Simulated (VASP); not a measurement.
# WSe2 in VASP: a series of runs

WSe2 is run at these levels: PBE; tasks: single point.

Program: VASP 6.6.1. These are calculated values, not measurements. Logs are shortened: lines on timing, memory, paths and dates and some standing lists are left out, and cuts for length are marked.

### 1 The cell of the first run

The cell holds a slab with vacuum, 12 atoms: a = 3.321 Å, b = 3.321 Å, c = 38.770 Å, α = 90.00°, β = 90.00°, γ = 120.00°.

### 2 Single point, PBE

INCAR reads:

```
SYSTEM = WSe2
PREC = Accurate ; ENCUT = 520
EDIFF = 1E-6 ; ISMEAR = 0
SIGMA = 0.02 ; LREAL = .False.
LASPH = .True. ; NELM = 100
ALGO = Normal ; ISIF = 2
LWAVE = .False. ; LCHARG = .True.
GGA = PE ; LELF = .True.
LVHAR = .True. ; NBANDS = 64
```

KPOINTS reads:

```
regular mesh
0
Gamma
  12 12 1
  0 0 0
```

POSCAR reads:

```
WSe2
1.0
    3.3206779330      0.0000000000      0.0000000000
   -1.6603389665      2.8757914478      0.0000000000
    0.0000000000      0.0000000000     38.7701030952
W Se
4 8
Direct
    0.6666666667      0.3333333333      0.9017078279
    0.6666666667      0.3333333333      0.2946354486
    0.3333333333      0.6666666667      0.7053645514
    0.3333333333      0.6666666667      0.0982921721
    0.3333333333      0.6666666667      0.9449957693
    0.3333333333      0.6666666667      0.3379185017
    0.6666666667      0.3333333333      0.7486531897
    0.6666666667      0.3333333333      0.1415801744
    0.3333333333      0.6666666667      0.8584198256
    0.3333333333      0.6666666667      0.2513468103
    0.6666666667      0.3333333333      0.6620814983
    0.6666666667      0.3333333333      0.0550042307
```

Potentials or basis: VASP PAW PBE potentials, release 64 (W_sv, Se).

Run with:

```bash
$ cat potpaw_PBE.64/W_sv/POTCAR potpaw_PBE.64/Se/POTCAR > POTCAR
$ mpirun -np 1 vasp_std > vasp.out
```

OUTCAR:

```text
SYSTEM = WSe2
   PREC = Accurate
   ENCUT = 520
   EDIFF = 1E-6
   ISMEAR = 0
   LREAL = .False.
   LASPH = .True.
   NELM = 100
   ISIF = 2
   GGA = PE

 ion  position               nearest neighbor table
   1  0.667  0.333  0.902-   5 2.55   5 2.55   5 2.55   9 2.55   9 2.55   9 2.55
   2  0.667  0.333  0.295-   6 2.55   6 2.55   6 2.55  10 2.55  10 2.55  10 2.55
   3  0.333  0.667  0.705-  11 2.55  11 2.55  11 2.55   7 2.55   7 2.55   7 2.55
   4  0.333  0.667  0.098-  12 2.55  12 2.55  12 2.55   8 2.55   8 2.55   8 2.55
   5  0.333  0.667  0.945-   1 2.55   1 2.55   1 2.55
   6  0.333  0.667  0.338-   2 2.55   2 2.55   2 2.55
   7  0.667  0.333  0.749-   3 2.55   3 2.55   3 2.55
   8  0.667  0.333  0.142-   4 2.55   4 2.55   4 2.55
   9  0.333  0.667  0.858-   1 2.55   1 2.55   1 2.55
  10  0.333  0.667  0.251-   2 2.55   2 2.55   2 2.55
  11  0.667  0.333  0.662-   3 2.55   3 2.55   3 2.55
  12  0.667  0.333  0.055-   4 2.55   4 2.55   4 2.55

  LATTYP: Found a hexagonal cell.
 ALAT       =     3.3206779330
 C/A-ratio  =    11.6753578268

  Lattice vectors:

 A1 = (   3.3206779330,   0.0000000000,   0.0000000000)
 A2 = (  -1.6603389665,   2.8757914478,   0.0000000000)
 A3 = (   0.0000000000,   0.0000000000,  38.7701030952)

Analysis of symmetry for initial positions (statically):
=====================================================================
 Subroutine PRICEL returns:
 Original cell was already a primitive cell.

 Routine SETGRP: Setting up the symmetry group for a
 hexagonal supercell.

 Subroutine GETGRP returns: Found 12 space group operations
 (whereof 12 operations were pure point group operations)
 out of a pool of 24 trial point group operations.

The static configuration has the point symmetry D_3d.

Analysis of symmetry for dynamics (positions and initial velocities):
=====================================================================
 Subroutine PRICEL returns:
 Original cell was already a primitive cell.

 Routine SETGRP: Setting up the symmetry group for a
 hexagonal supercell.

 Subroutine GETGRP returns: Found 12 space group operations
 (whereof 12 operations were pure point group operations)
 out of a pool of 24 trial point group operations.

The dynamic configuration has the point symmetry D_3d.

 Subroutine INISYM returns: Found 12 space group operations
 (whereof 12 operations are pure point group operations),
 and found     1 'primitive' translations

----------------------------------------------------------------------------------------

                                     Primitive cell

  volume of cell :     370.2381

  direct lattice vectors                    reciprocal lattice vectors
     3.320677933  0.000000000  0.000000000     0.301143327  0.173865181  0.000000000
    -1.660338966  2.875791448  0.000000000     0.000000000  0.347730362  0.000000000
     0.000000000  0.000000000 38.770103095     0.000000000  0.000000000  0.025793070

  length of vectors
     3.320677933  3.320677933 38.770103095     0.347730362  0.347730362  0.025793070

  position of ions in fractional coordinates (direct lattice)
     0.666666667  0.333333333  0.901707828
     0.666666667  0.333333333  0.294635449
     0.333333333  0.666666667  0.705364551
     0.333333333  0.666666667  0.098292172
     0.333333333  0.666666667  0.944995769
     0.333333333  0.666666667  0.337918502
     0.666666667  0.333333333  0.748653190
     0.666666667  0.333333333  0.141580174
     0.333333333  0.666666667  0.858419826
     0.333333333  0.666666667  0.251346810
     0.666666667  0.333333333  0.662081498
     0.666666667  0.333333333  0.055004231

  ion indices of the primitive-cell ions
   primitive index   ion index
                 1           1
                 2           2
                 3           3
                 4           4
                 5           5
                 6           6
                 7           7
                 8           8
                 9           9
                10          10
                11          11
                12          12

----------------------------------------------------------------------------------------

 KPOINTS: regular mesh

Automatic generation of k-mesh.
 Grid dimensions read from file:
 generate k-points for:   12   12    1

 Generating k-lattice:

  Cartesian coordinates                     Fractional coordinates (reciprocal lattice)
     0.025095277  0.014488765  0.000000000     0.083333333 -0.000000000  0.000000000
     0.000000000  0.028977530  0.000000000     0.000000000  0.083333333  0.000000000
     0.000000000  0.000000000  0.025793070     0.000000000  0.000000000  1.000000000

  Length of vectors
     0.028977530  0.028977530  0.025793070

  Shift w.r.t. Gamma in fractional coordinates (k-lattice)
     0.000000000  0.000000000  0.000000000

 Subroutine IBZKPT returns following result:
 ===========================================

 Found     19 irreducible k-points:

 Following reciprocal coordinates:
            Coordinates               Weight
  0.000000  0.000000  0.000000      1.000000
  0.083333 -0.000000  0.000000      6.000000
  0.166667  0.000000  0.000000      6.000000
  0.250000  0.000000  0.000000      6.000000
  0.333333 -0.000000  0.000000      6.000000
  0.416667 -0.000000  0.000000      6.000000
[... 11 lines left out ...]
  0.333333  0.250000  0.000000     12.000000
  0.333333  0.333333  0.000000      2.000000
   k-points           NKPTS =     19   k-points in BZ     NKDIM =     19   number of bands    NBANDS=     64
   number of dos      NEDOS =    301   number of ions     NIONS =     12
   total plane-waves  NPLWV = 225792
   dimension x,y,z NGX =    28 NGY =   28 NGZ =  288
   dimension x,y,z NGXF=    56 NGYF=   56 NGZF=  576
   ions per type =               4   8
   NGX,Y,Z   is equivalent  to a cutoff of  14.02, 14.02, 12.35 a.u.
   NGXF,Y,Z  is equivalent  to a cutoff of  28.04, 28.04, 24.70 a.u.
 SYSTEM =  WSe2
   PREC   = accura    normal or accurate (medium, high low for compatibility)
   ISTART =      0    job   : 0-new  1-cont  2-samecut
   ICHARG =      2    charge: 1-file 2-atom 10-const
   ISPIN  =      1    spin polarized calculation?
   LNONCOLLINEAR =      F non collinear calculations
   LSORBIT =      F    spin-orbit coupling
   LASPH  =      T    aspherical Exc in radial PAW
   ENCUT  =  520.0 eV  38.22 Ry    6.18 a.u.   6.17  6.17 72.09*2*pi/ulx,y,z
   NELM   =    100;   NELMIN=  2; NELMDL= -5     # of ELM steps
   EDIFF  = 0.1E-05   stopping-criterion for ELM
   LREAL  =      F    real-space projection
[... 7 lines left out ...]
   TEBEG  =    0.0;   TEEND  =   0.0 temperature during run
   PSTRESS=    0.0 pullay stress
   NELECT =     104.0000    total number of electrons
   NUPDOWN=      -1.0000    fix difference up-down
   EMIN   =  10.00;   EMAX   =-10.00  energy-range for DOS
   EFERMI =   0.00;   METHOD = LEGACY
   ISMEAR =     0;   SIGMA  =   0.02  broadening in eV -4-tet -1-fermi 0-gaus
   EFERMI_NEDOS =   21; number of points for ismear=-14 and -15
   IALGO  =     38    algorithm
   IMIX   =      4    mixing-type and parameters
     AMIX     =   0.40;   BMIX     =  1.00
     AMIX_MAG =   1.60;   BMIX_MAG =  1.00
  volume/ion in A,a.u.               =      30.85       208.21
  Fermi-wavevector in a.u.,A,eV,Ry     =   1.072158  2.026085 15.640216  1.149523
  Thomas-Fermi vector in A             =   2.207920
   LORBIT       =      0    0 simple, 1 ext, 2 COOP (PROOUT), +10 PAW based schemes
   GGA     = PE    functional components
   LHFCALC =     F    Hartree Fock is set to
   AEXX    =    0.0000 exact exchange contribution
   IVDW    =     0    specifies the selected vdW correction
   LEPSILON=     F    determine dielectric tensor
   LRPA    =     F    only Hartree local field effects (RPA)
 non-spin polarized calculation
 Gauss-broadening in eV      SIGMA  =   0.02
  energy-cutoff  :      520.00
  volume of cell :      370.24
 maximum number of plane-waves:     10020
 NGX is ok and might be reduce to    28
   NGX = 13   NGY = 13   NGZ =145

 number of electron     104.0000002 magnetization

 Free energy of the ion-electron system (eV)
  ---------------------------------------------------
  ext. energy  EPLUGINS =         0.00000000
  ---------------------------------------------------
  free energy    TOTEN  =       -86.50865533 eV

  energy without entropy =      -86.50865533  energy(sigma->0) =      -86.50865533

 E-fermi :   2.2785     XC(G=0):  -7.6694

 val. band max:        2.1872523549   @ k =   0.3333   0.3333   0.0000
 cond. band min:       3.6993288323   @ k =   0.1667   0.1667   0.0000
 fundamental gap:      1.5120764774
 Fermi energy:         2.2785317192

 k-point     1 :       0.0000    0.0000    0.0000
  band No.  band energies     occupation
      1     -71.9116      2.00000
      2     -71.9116      2.00000
      3     -71.9114      2.00000
      4     -71.9114      2.00000
      5     -36.1305      2.00000
      6     -36.1305      2.00000
[... 56 lines left out ...]
     63       5.2364      0.00000
     64       5.2407      0.00000

 k-point     2 :       0.0833   -0.0000    0.0000
  band No.  band energies     occupation
      1     -71.9110      2.00000
      2     -71.9110      2.00000
      3     -71.9108      2.00000
      4     -71.9108      2.00000
      5     -36.1279      2.00000
      6     -36.1279      2.00000
[... 56 lines left out ...]
     63       5.1134      0.00000
     64       5.1540      0.00000

 k-point     3 :       0.1667    0.0000    0.0000
  band No.  band energies     occupation
      1     -71.9094      2.00000
      2     -71.9094      2.00000
      3     -71.9091      2.00000
      4     -71.9091      2.00000
      5     -36.1206      2.00000
      6     -36.1206      2.00000
[... 1061 lines left out ...]
     63       5.3603      0.00000
     64       5.3874      0.00000

 k-point    19 :       0.3333    0.3333    0.0000
  band No.  band energies     occupation
      1     -71.9016      2.00000
      2     -71.9016      2.00000
      3     -71.9014      2.00000
      4     -71.9014      2.00000
      5     -36.1843      2.00000
      6     -36.1843      2.00000
[... 56 lines left out ...]
     63       5.6095      0.00000
     64       5.6095      0.00000

------------------------ aborting loop because EDIFF is reached ----------------------------------------

  FORCE on cell =-STRESS in cart. coord.  units (eV):
  Direction    XX          YY          ZZ          XY          YZ          ZX
  --------------------------------------------------------------------------------------
  -------------------------------------------------------------------------------------
  Total        0.3787710      0.3787710      0.5494040     -0.0000000      0.0000000     -0.0000000
  in kB        1.6391029      1.6391029      2.3775042     -0.0000000      0.0000000     -0.0000000
  external PRESSURE =       1.8852367 kB  Pullay stress =       0.0000000 kB

 VOLUME and BASIS-vectors are now :
 -----------------------------------------------------------------------------
  energy-cutoff  :      520.00
  volume of cell :      370.24
      direct lattice vectors                 reciprocal lattice vectors
     3.320677933  0.000000000  0.000000000     0.301143327  0.173865181  0.000000000
    -1.660338966  2.875791448  0.000000000     0.000000000  0.347730362  0.000000000
     0.000000000  0.000000000 38.770103095     0.000000000  0.000000000  0.025793070

 POSITION                                       TOTAL-FORCE (eV/Angst)
 -----------------------------------------------------------------------------------
      1.66034      0.95860     34.95931         0.000000      0.000000      0.000111
      1.66034      0.95860     11.42305         0.000000      0.000000      0.000107
     -0.00000      1.91719     27.34706         0.000000     -0.000000     -0.000107
     -0.00000      1.91719      3.81080        -0.000000      0.000000     -0.000111
     -0.00000      1.91719     36.63758        -0.000000     -0.000000      0.043689
     -0.00000      1.91719     13.10114         0.000000     -0.000000      0.044210
      1.66034      0.95860     29.02536         0.000000     -0.000000      0.043603
      1.66034      0.95860      5.48908        -0.000000      0.000000      0.043667
     -0.00000      1.91719     33.28103         0.000000     -0.000000     -0.043667
     -0.00000      1.91719      9.74474        -0.000000      0.000000     -0.043603
      1.66034      0.95860     25.66897        -0.000000      0.000000     -0.044210
      1.66034      0.95860      2.13252         0.000000      0.000000     -0.043689
 -----------------------------------------------------------------------------------
    total drift:                                0.000000      0.000000      0.000000

  FREE ENERGIE OF THE ION-ELECTRON SYSTEM (eV)
  ---------------------------------------------------
  free  energy   TOTEN  =       -86.5086553346 eV

  energy  without entropy=      -86.5086553346  energy(sigma->0) =      -86.50865533
```

Wall time 17 min (1 thread of AMD EPYC 7R13 (Zen 3), shared host); peak memory 0.68 GiB.

Results:

- Free energy: -86.5087 eV
- Largest force: 0.044 eV/Å
- Band gap on the k mesh: 1.51 eV (least direct gap 1.53 eV)

Forces in eV/Å, atoms in the order of the input:
```
W    0.000  0.000  0.000
W    0.000  0.000  0.000
W    0.000  0.000  0.000
W    0.000  0.000  0.000
Se   0.000  0.000  0.044
Se   0.000  0.000  0.044
Se   0.000  0.000  0.044
Se   0.000  0.000  0.044
Se   0.000  0.000 -0.044
Se   0.000  0.000 -0.044
Se   0.000  0.000 -0.044
Se   0.000  0.000 -0.044
```

Levels at points of the mesh, in eV from the valence-band top:
```
           k point  band 50  band 51  band 52  band 53  band 54  band 55
(0.00, 0.00, 0.00)    -0.37    -0.23    -0.13     2.88     2.88     2.88
(0.50, 0.00, 0.00)    -0.97    -0.96    -0.96     2.33     2.33     2.33
```

Caveat: there is no dipole correction, which matters where the two faces differ; spin-orbit coupling is left out, which moves the levels of the heavy elements.

### 3 Single point, PBE (31.78 Å³/atom)

This run uses another cell than the first one.

INCAR reads:

```
PREC = Accurate ; ENCUT = 520
EDIFF = 1E-6 ; ISMEAR = 0
SIGMA = 0.02 ; LREAL = F
LASPH = T ; NELM = 60
ALGO = Normal ; ISIF = 2
LWAVE = F ; LCHARG = F
GGA = PE ; NBANDS = 64
```

KPOINTS reads:

```
regular mesh
0
Gamma
  12 12 1
```

POSCAR reads:

```
WSe2
1.0
    3.3211735657      0.0000000000      0.0000000000
   -1.6605867829      2.8762206783      0.0000000000
    0.0000000000      0.0000000000     39.9212894122
W Se
4 8
Direct
    0.6666666667      0.3333333333      0.9017198116
    0.6666666667      0.3333333333      0.2943121011
    0.3333333333      0.6666666667      0.7056878989
    0.3333333333      0.6666666667      0.0982801884
    0.3333333333      0.6666666667      0.9437442443
    0.3333333333      0.6666666667      0.3363318091
    0.6666666667      0.3333333333      0.7477118069
    0.6666666667      0.3333333333      0.1403046893
    0.3333333333      0.6666666667      0.8596953107
    0.3333333333      0.6666666667      0.2522881931
    0.6666666667      0.3333333333      0.6636681909
    0.6666666667      0.3333333333      0.0562557557
```

Potentials or basis: VASP PAW PBE potentials, release 64 (W_sv, Se).

Run with:

```bash
$ cat potpaw_PBE.64/W_sv/POTCAR potpaw_PBE.64/Se/POTCAR > POTCAR
$ mpirun -np 1 vasp_std > vasp.out
```

Wall time 30 min (1 thread of Intel Xeon 8259CL, shared host); peak memory 0.7 GiB.

The run converged. Its results:

```
Free energy            : -86.5082 eV
Largest force          : 0.052 eV/Å
Band gap on the k mesh : 1.53 eV
```

Forces in eV/Å, atoms in the order of the input:
```
W    0.000  0.000  0.000
W    0.000  0.000 -0.001
W    0.000  0.000  0.001
W    0.000  0.000  0.000
Se   0.000  0.000  0.052
Se   0.000  0.000  0.051
Se   0.000  0.000  0.052
Se   0.000  0.000  0.052
Se   0.000  0.000 -0.052
Se   0.000  0.000 -0.052
Se   0.000  0.000 -0.051
Se   0.000  0.000 -0.052
```

Levels at points of the mesh, in eV from the valence-band top:
| k point | band 49 | band 50 | band 51 | band 52 | band 53 | band 54 | band 55 | band 56 |
| --- | --- | --- | --- | --- | --- | --- | --- | --- |
| (0.00, 0.00, 0.00) | -0.47 | -0.36 | -0.24 | -0.16 | 2.88 | 2.88 | 2.88 | 2.88 |
| (0.50, 0.00, 0.00) | -0.97 | -0.97 | -0.96 | -0.96 | 2.33 | 2.33 | 2.33 | 2.33 |

Caveat: there is no dipole correction, which matters where the two faces differ; spin-orbit coupling is left out, which moves the levels of the heavy elements.

### 4 Single point, PBE

INCAR reads:

```
ALGO     = Normal         # electronic algorithm
EDIFF    = 1E-6           # SCF threshold, eV
ENCUT    = 500            # plane-wave cutoff, eV
GGA      = PE             # functional
GGA_COMPAT= F            
ISIF     = 2              # what is computed and relaxed
ISMEAR   = 0              # smearing method
LASPH    = T              # aspherical terms in the spheres
LCHARG   = F              # write CHGCAR
LREAL    = F              # projectors in reciprocal space
LWAVE    = F              # write WAVECAR
NBANDS   = 64             # bands
NELM     = 120            # most SCF steps
PREC     = Accurate       # precision mode
SIGMA    = 0.02           # smearing width, eV
```

KPOINTS reads:

```
k-points
0
Gamma
  12 12 1
```

POSCAR reads:

```
WSe2
1.0
    3.3206779314      0.0000000000      0.0000000000
   -1.6603389657      2.8757914463      0.0000000000
    0.0000000000      0.0000000000     38.7701078913
W Se
4 8
Direct
    0.6666666667      0.3333333333      0.9017078408
    0.6666666667      0.3333333333      0.2946354236
    0.3333333333      0.6666666667      0.7053645764
    0.3333333333      0.6666666667      0.0982921592
    0.3333333333      0.6666666667      0.9449957770
    0.3333333333      0.6666666667      0.3379184716
    0.6666666667      0.3333333333      0.7486532095
    0.6666666667      0.3333333333      0.1415801562
    0.3333333333      0.6666666667      0.8584198438
    0.3333333333      0.6666666667      0.2513467905
    0.6666666667      0.3333333333      0.6620815284
    0.6666666667      0.3333333333      0.0550042230
```

Run with:

```bash
$ cat potpaw_PBE.64/W_sv/POTCAR potpaw_PBE.64/Se/POTCAR > POTCAR
$ mpirun -np 1 vasp_std > vasp.out
```

Run time: 6.4 min. Hardware: 1 thread of Intel Xeon 6975P-C (Granite Rapids), shared host; peak memory 0.61 GiB.

Results (log left out):

```yaml
Free_energy: -86.5081 eV
Largest_force: 0.044 eV/Å
Band_gap_on_the_k_mesh: 1.51 eV (least direct gap 1.53 eV)
```

Forces on the atoms (eV/Å):
```
W    0.000  0.000  0.000
W    0.000  0.000  0.000
W    0.000  0.000  0.000
W    0.000  0.000  0.000
Se   0.000  0.000  0.044
Se   0.000  0.000  0.044
Se   0.000  0.000  0.044
Se   0.000  0.000  0.044
Se   0.000  0.000 -0.044
Se   0.000  0.000 -0.044
Se   0.000  0.000 -0.044
Se   0.000  0.000 -0.044
```

Levels at points of the mesh, in eV from the valence-band top:
```
           k point  band 50  band 51  band 52  band 53  band 54  band 55
(0.00, 0.00, 0.00)    -0.37    -0.23    -0.13     2.88     2.88     2.88
(0.50, 0.00, 0.00)    -0.97    -0.96    -0.96     2.33     2.33     2.33
```

Caveat: there is no dipole correction, which matters where the two faces differ; spin-orbit coupling is left out, which moves the levels of the heavy elements.

### 5 The runs side by side

```csv
cell,cutoff (eV),gap on the mesh (eV),largest force (eV/Å)
"a = 3.321, b = 3.321, c = 38.770 Å, angles 90.0, 90.0, 120.0°, 12 atoms, atomic positions A",520,1.51,0.04
"a = 3.321, b = 3.321, c = 39.921 Å, angles 90.0, 90.0, 120.0°, 12 atoms, atomic positions B",520,1.53,0.05
"a = 3.321, b = 3.321, c = 38.770 Å, angles 90.0, 90.0, 120.0°, 12 atoms, atomic positions A",500,1.51,0.04
```

Alike in all rows: task single point; level PBE; potentials or basis VASP PAW PBE potentials, release 64 (W_sv, Se); no spin polarisation; k mesh 12 × 12 × 1; smearing gaussian 0.02 eV.

Caveats: there is no dipole correction, which matters where the two faces differ; spin-orbit coupling is left out, which moves the levels of the heavy elements.

Absolute energies hang on the potentials; compare differences alone.
